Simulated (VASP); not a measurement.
# MgB2 (P6/mmm) in VASP: a series of runs

Runs on MgB2. Level: PBE. Tasks: relaxation of shape and atoms at fixed volume.

Everything below comes from runs of VASP 6.6.1. Logs are shortened: lines on timing, memory, paths and dates and some standing lists are left out, and cuts for length are marked.

## (1) The cell of the first run

Symmetry: P6/mmm, No. 191, hexagonal system. The conventional cell has a = 3.097 Å, b = 3.097 Å, c = 3.543 Å, α = 90.00°, β = 90.00°, γ = 120.00°. Mg (site symmetry 6/mmm) has 12 B at 2.52 Å and 6 Mg at 3.10 Å within 3.3 Å. B (site symmetry -6m2) has 3 B at 1.79 Å within 2.4 Å.

## (2) Relaxation of shape and atoms at fixed volume, PBE (9.81 Å³/atom)

Input file INCAR:

```
SYSTEM = MgB2
ALGO = Normal ; EDIFF = 1E-7
EDIFFG = -0.01 ; ENCUT = 600
GGA = PE ; IBRION = 2
ISIF = 4 ; ISMEAR = 0
LASPH = .True. ; LCHARG = .False.
LREAL = .False. ; LWAVE = .False.
NELM = 100 ; NSW = 60
PREC = Accurate ; SIGMA = 0.05
```

Input file KPOINTS:

```
k-points
0
Gamma
  14 14 12
  0 0 0
```

Input file POSCAR:

```
MgB2
1.0
    3.0971626176      0.0000000000      0.0000000000
   -1.5485813088      2.6822215066      0.0000000000
    0.0000000000      0.0000000000      3.5430068681
Mg B
1 2
Direct
    0.0000000000      0.0000000000      0.0000000000
    0.3333333333      0.6666666667      0.5000000000
    0.6666666667      0.3333333333      0.5000000000
```

Potentials or basis: VASP PAW PBE potentials, release 64 (Mg, B).

Launch:

```
cat potpaw_PBE.64/Mg/POTCAR potpaw_PBE.64/B/POTCAR > POTCAR
mpirun -np 1 vasp_std > vasp.out
```

OUTCAR:

```text
SYSTEM = MgB2
   EDIFF = 1E-7
   EDIFFG = -0.01
   ENCUT = 600
   GGA = PE
   IBRION = 2
   ISIF = 4
   ISMEAR = 0
   LASPH = .True.
   LREAL = .False.
   NELM = 100
   NSW = 60
   PREC = Accurate

 ion  position               nearest neighbor table
   1  0.000  0.000  0.000-   2 2.52   3 2.52   2 2.52   3 2.52   3 2.52   3 2.52   2 2.52   2 2.52
                             3 2.52   3 2.52   2 2.52   2 2.52
   2  0.333  0.667  0.500-   3 1.79   3 1.79   3 1.79   1 2.52   1 2.52   1 2.52   1 2.52   1 2.52
                             1 2.52
   3  0.667  0.333  0.500-   2 1.79   2 1.79   2 1.79   1 2.52   1 2.52   1 2.52   1 2.52   1 2.52
                             1 2.52

  LATTYP: Found a hexagonal cell.
 ALAT       =     3.0971626176
 C/A-ratio  =     1.1439524835

  Lattice vectors:

 A1 = (   3.0971626176,   0.0000000000,   0.0000000000)
 A2 = (  -1.5485813088,   2.6822215066,   0.0000000000)
 A3 = (   0.0000000000,   0.0000000000,   3.5430068681)

Analysis of symmetry for initial positions (statically):
=====================================================================
 Subroutine PRICEL returns:
 Original cell was already a primitive cell.

 Routine SETGRP: Setting up the symmetry group for a
 hexagonal supercell.

 Subroutine GETGRP returns: Found 24 space group operations
 (whereof 24 operations were pure point group operations)
 out of a pool of 24 trial point group operations.

The static configuration has the point symmetry D_6h.

Analysis of symmetry for dynamics (positions and initial velocities):
=====================================================================
 Subroutine PRICEL returns:
 Original cell was already a primitive cell.

 Routine SETGRP: Setting up the symmetry group for a
 hexagonal supercell.

 Subroutine GETGRP returns: Found 24 space group operations
 (whereof 24 operations were pure point group operations)
 out of a pool of 24 trial point group operations.

The dynamic configuration has the point symmetry D_6h.

 Subroutine INISYM returns: Found 24 space group operations
 (whereof 24 operations are pure point group operations),
 and found     1 'primitive' translations

----------------------------------------------------------------------------------------

                                     Primitive cell

  volume of cell :      29.4327

  direct lattice vectors                    reciprocal lattice vectors
     3.097162618  0.000000000  0.000000000     0.322876169  0.186412643  0.000000000
    -1.548581309  2.682221507  0.000000000     0.000000000  0.372825286  0.000000000
     0.000000000  0.000000000  3.543006868     0.000000000  0.000000000  0.282246136

  length of vectors
     3.097162618  3.097162618  3.543006868     0.372825286  0.372825286  0.282246136

  position of ions in fractional coordinates (direct lattice)
     0.000000000  0.000000000  0.000000000
     0.333333333  0.666666667  0.500000000
     0.666666667  0.333333333  0.500000000

  ion indices of the primitive-cell ions
   primitive index   ion index
                 1           1
                 2           2
                 3           3

----------------------------------------------------------------------------------------

 KPOINTS: k-points

Automatic generation of k-mesh.
 Grid dimensions read from file:
 generate k-points for:   14   14   12

 Generating k-lattice:

  Cartesian coordinates                     Fractional coordinates (reciprocal lattice)
     0.023062583  0.013315189  0.000000000     0.071428571 -0.000000000  0.000000000
     0.000000000  0.026630378  0.000000000     0.000000000  0.071428571  0.000000000
     0.000000000  0.000000000  0.023520511     0.000000000  0.000000000  0.083333333

  Length of vectors
     0.026630378  0.026630378  0.023520511

  Shift w.r.t. Gamma in fractional coordinates (k-lattice)
     0.000000000  0.000000000  0.000000000

 Subroutine IBZKPT returns following result:
 ===========================================

 Found    168 irreducible k-points:

 Following reciprocal coordinates:
            Coordinates               Weight
  0.000000  0.000000  0.000000      1.000000
  0.071429 -0.000000  0.000000      6.000000
  0.142857 -0.000000  0.000000      6.000000
  0.214286  0.000000  0.000000      6.000000
  0.285714  0.000000  0.000000      6.000000
  0.357143  0.000000  0.000000      6.000000
[... 16 lines left out ...]
  0.285714  0.285714  0.000000      6.000000
  0.357143  0.285714  0.000000      6.000000
 [... further k-points ...]
   k-points           NKPTS =    168   k-points in BZ     NKDIM =    168   number of bands    NBANDS=      8
   number of dos      NEDOS =    301   number of ions     NIONS =      3
   total plane-waves  NPLWV =  21952
   dimension x,y,z NGX =    28 NGY =   28 NGZ =   28
   dimension x,y,z NGXF=    56 NGYF=   56 NGZF=   56
   ions per type =               1   2
   NGX,Y,Z   is equivalent  to a cutoff of  15.03, 15.03, 13.14 a.u.
   NGXF,Y,Z  is equivalent  to a cutoff of  30.06, 30.06, 26.28 a.u.
 SYSTEM =  MgB2
   PREC   = accura    normal or accurate (medium, high low for compatibility)
   ISTART =      0    job   : 0-new  1-cont  2-samecut
   ICHARG =      2    charge: 1-file 2-atom 10-const
   ISPIN  =      1    spin polarized calculation?
   LNONCOLLINEAR =      F non collinear calculations
   LSORBIT =      F    spin-orbit coupling
   LASPH  =      T    aspherical Exc in radial PAW
   ENCUT  =  600.0 eV  44.10 Ry    6.64 a.u.   6.19  6.19  7.08*2*pi/ulx,y,z
   NELM   =    100;   NELMIN=  2; NELMDL= -5     # of ELM steps
   EDIFF  = 0.1E-06   stopping-criterion for ELM
   LREAL  =      F    real-space projection
   EDIFFG = -.1E-01   stopping-criterion for IOM
   NSW    =     60    number of steps for IOM
   IBRION =      2    ionic relax: 0-MD 1-quasi-New 2-CG
   NFREE  =      1    steps in history (QN), initial steepest desc. (CG)
   ISIF   =      4    stress and relaxation
   ISYM   =      2    0-nonsym 1-usesym 2-fastsym
   POTIM  = 0.5000    time-step for ionic-motion
   TEBEG  =    0.0;   TEEND  =   0.0 temperature during run
   PSTRESS=    0.0 pullay stress
   NELECT =       8.0000    total number of electrons
   NUPDOWN=      -1.0000    fix difference up-down
   EMIN   =  10.00;   EMAX   =-10.00  energy-range for DOS
   EFERMI =   0.00;   METHOD = LEGACY
   ISMEAR =     0;   SIGMA  =   0.05  broadening in eV -4-tet -1-fermi 0-gaus
   EFERMI_NEDOS =   21; number of points for ismear=-14 and -15
   IALGO  =     38    algorithm
   IMIX   =      4    mixing-type and parameters
     AMIX     =   0.40;   BMIX     =  1.00
     AMIX_MAG =   1.60;   BMIX_MAG =  1.00
  volume/ion in A,a.u.               =       9.81        66.21
  Fermi-wavevector in a.u.,A,eV,Ry     =   1.060461  2.003980 15.300800  1.124577
  Thomas-Fermi vector in A             =   2.195843
   LORBIT       =      0    0 simple, 1 ext, 2 COOP (PROOUT), +10 PAW based schemes
   GGA     = PE    functional components
   LHFCALC =     F    Hartree Fock is set to
   AEXX    =    0.0000 exact exchange contribution
   IVDW    =     0    specifies the selected vdW correction
   LEPSILON=     F    determine dielectric tensor
   LRPA    =     F    only Hartree local field effects (RPA)
 conjugate gradient relaxation of ions
 non-spin polarized calculation
 Gauss-broadening in eV      SIGMA  =   0.05
  energy-cutoff  :      600.00
  volume of cell :       29.43
 maximum number of plane-waves:      1004
 NGX is ok and might be reduce to    28
   NGX = 13   NGY = 13   NGZ = 15

--------------------------------------- Ionic step        1  -------------------------------------------

 number of electron       8.0000000 magnetization

 Free energy of the ion-electron system (eV)
  ---------------------------------------------------
  ext. energy  EPLUGINS =         0.00000000
  ---------------------------------------------------
  free energy    TOTEN  =       -15.32056240 eV

  energy without entropy =      -15.31977361  energy(sigma->0) =      -15.32016800

------------------------ aborting loop because EDIFF is reached ----------------------------------------

  FORCE on cell =-STRESS in cart. coord.  units (eV):
  Direction    XX          YY          ZZ          XY          YZ          ZX
  --------------------------------------------------------------------------------------
  -------------------------------------------------------------------------------------
  Total       -0.6479805     -0.6479805     -0.4583778      0.0000000      0.0000000      0.0000000
  in kB      -35.2729582    -35.2729582    -24.9518929      0.0000000      0.0000000      0.0000000
  external PRESSURE =     -31.8326031 kB  Pullay stress =       0.0000000 kB

 VOLUME and BASIS-vectors are now :
 -----------------------------------------------------------------------------
  energy-cutoff  :      600.00
  volume of cell :       29.43
      direct lattice vectors                 reciprocal lattice vectors
     3.097162618  0.000000000  0.000000000     0.322876169  0.186412643  0.000000000
    -1.548581309  2.682221507  0.000000000     0.000000000  0.372825286  0.000000000
     0.000000000  0.000000000  3.543006868     0.000000000  0.000000000  0.282246136

 POSITION                                       TOTAL-FORCE (eV/Angst)
 -----------------------------------------------------------------------------------
      0.00000      0.00000      0.00000        -0.000000      0.000000     -0.000000
     -0.00000      1.78815      1.77150         0.000000     -0.000000      0.000000
      1.54858      0.89407      1.77150        -0.000000      0.000000     -0.000000
 -----------------------------------------------------------------------------------
    total drift:                                0.000000      0.000000     -0.000000

  FREE ENERGIE OF THE ION-ELECTRON SYSTEM (eV)
  ---------------------------------------------------
  free  energy   TOTEN  =       -15.3205623952 eV

  energy  without entropy=      -15.3197736064  energy(sigma->0) =      -15.32016800

--------------------------------------- Ionic step        2  -------------------------------------------

 number of electron       8.0000000 magnetization

 Free energy of the ion-electron system (eV)
  ---------------------------------------------------
  ext. energy  EPLUGINS =         0.00000000
  ---------------------------------------------------
  free energy    TOTEN  =       -15.32077880 eV

  energy without entropy =      -15.31990380  energy(sigma->0) =      -15.32034130

 E-fermi :   5.1778     XC(G=0): -10.8563

 val. band max:        5.1706174308   @ k =   0.1429  -0.0000   0.5000
 cond. band min:       5.1836006884   @ k =   0.0714  -0.0000   0.1667
 fundamental gap:      0.0129832576
 Fermi energy:         5.1778133909

 k-point     1 :       0.0000    0.0000    0.0000
  band No.  band energies     occupation
      1      -7.1648      2.00000
      2       2.2152      2.00000
      3       5.5465      0.00000
      4       5.5465      0.00000
      5       6.7094      0.00000
      6      11.4611      0.00000
      7      11.4611      0.00000
      8      13.1735      0.00000

 k-point     2 :       0.0714   -0.0000    0.0000
  band No.  band energies     occupation
      1      -7.0767      2.00000
      2       2.3014      2.00000
      3       5.0896      1.98744
      4       5.3348      0.00001
      5       6.7897      0.00000
      6      11.3960      0.00000
      7      11.8504      0.00000
      8      13.3744      0.00000
[... 221 lines left out ...]
 k-point    23 :       0.2857    0.2857    0.0000
  band No.  band energies     occupation
      1      -3.1375      2.00000
      2      -1.2283      2.00000
      3      -0.0651      2.00000
      4       5.9547      0.00000
      5       7.9372      0.00000
      6      10.4910      0.00000
      7      11.7307      0.00000
      8      13.8109      0.00000

 k-point    24 :       0.3571    0.2857    0.0000
  band No.  band energies     occupation
      1      -2.3823      2.00000
      2      -1.8900      2.00000
      3      -0.3669      2.00000
      4       6.5191      0.00000
      5       7.3405      0.00000
      6      11.0137      0.00000
      7      11.3705      0.00000
      8      13.9257      0.00000

 [... further k-points ...]

------------------------ aborting loop because EDIFF is reached ----------------------------------------

  FORCE on cell =-STRESS in cart. coord.  units (eV):
  Direction    XX          YY          ZZ          XY          YZ          ZX
  --------------------------------------------------------------------------------------
  -------------------------------------------------------------------------------------
  Total       -0.5700922     -0.5700922     -0.5449685     -0.0000000     -0.0000000      0.0000000
  in kB      -31.0330902    -31.0330902    -29.6654778     -0.0000000     -0.0000000      0.0000000
  external PRESSURE =     -30.5772194 kB  Pullay stress =       0.0000000 kB

 VOLUME and BASIS-vectors are now :
 -----------------------------------------------------------------------------
  energy-cutoff  :      600.00
  volume of cell :       29.43
      direct lattice vectors                 reciprocal lattice vectors
     3.094018083  0.000000000  0.000000000     0.323204317  0.186602099  0.000000000
    -1.547009041  2.679498259 -0.000000000     0.000000000  0.373204198 -0.000000000
    -0.000000000  0.000000000  3.550212237    -0.000000000  0.000000000  0.281673301

 POSITION                                       TOTAL-FORCE (eV/Angst)
 -----------------------------------------------------------------------------------
      3.09402      0.00000      3.55021         0.000000      0.000000     -0.000000
     -0.00000      1.78633      1.77511        -0.000000     -0.000000     -0.000000
      1.54701      0.89317      1.77511         0.000000      0.000000      0.000000
 -----------------------------------------------------------------------------------
    total drift:                               -0.000000      0.000000     -0.000000

  FREE ENERGIE OF THE ION-ELECTRON SYSTEM (eV)
  ---------------------------------------------------
  free  energy   TOTEN  =       -15.3207788049 eV

  energy  without entropy=      -15.3199037960  energy(sigma->0) =      -15.32034130

 reached required accuracy - stopping structural energy minimisation
```

Wall time 28 s (1 thread of Intel Xeon 6975P-C (Granite Rapids), shared host); peak memory 0.2 GiB.

What came out:

```yaml
Free_energy: -15.3208 eV
Energy_gained_by_relaxing: 0.1 meV/atom
Ionic_steps: 2
Pressure_after_relaxing: -3.1 GPa
Band_gap_on_the_k_mesh: zero (bands 4 and 5 overlap by 2.95 eV)
```

Stress tensor (GPa, compression positive):
```
-3.10  0.00  0.00
 0.00 -3.10  0.00
 0.00  0.00 -2.97
```

The path:
| step | energy change (eV) | largest force (eV/Å) | pressure (GPa) | volume (Å³) |
| --- | --- | --- | --- | --- |
| 1 | 0.0000 | 0.0000 | -3.18 | 29.43 |
| 2 | -0.0002 | 0.0000 | -3.06 | 29.43 |

Final structure:
```cif
data_structure
_symmetry_space_group_name_H-M 'P 1'
_symmetry_Int_Tables_number 1
_cell_length_a 3.0940
_cell_length_b 3.0940
_cell_length_c 3.5502
_cell_angle_alpha 90.000
_cell_angle_beta 90.000
_cell_angle_gamma 120.000
_cell_volume 29.43
loop_
_atom_site_label
_atom_site_type_symbol
_atom_site_fract_x
_atom_site_fract_y
_atom_site_fract_z
_atom_site_occupancy
Mg1 Mg 0.00000 0.00000 0.00000 1
B1 B 0.33333 0.66667 0.50000 1
B2 B 0.66667 0.33333 0.50000 1
```

[end of part 1 of 2]
